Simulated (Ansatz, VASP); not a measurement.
V: VASP beside Ansatz

```xyz
1
Lattice="-1.4918 1.4918 1.4918 1.4918 -1.4918 1.4918 1.4918 1.4918 -1.4918" Properties=species:S:1:pos:R:3 pbc="T T T"
V     0.0000    0.0000    0.0000
```

Alike in both runs: task single point; functional r2SCAN; k mesh 15 × 15 × 15; occupations fermi-dirac, width 0.3 eV; no spin polarisation.

```csv
,VASP,Ansatz
version,VASP 6.6.1,Ansatz 0.2.0
potentials or method,"VASP PAW PBE potentials, release 64 (V_sv), cutoff 520 eV","plane waves (500 eV) with PAW, scalar-relativistic"
valence electrons in the cell,13,13
```

|  | VASP | Ansatz | Ansatz less VASP |
| --- | --- | --- | --- |
| pressure (GPa) | 3.1 | 2.4 | -0.73 |

VASP's potentials were made for PBE, not for r2SCAN.
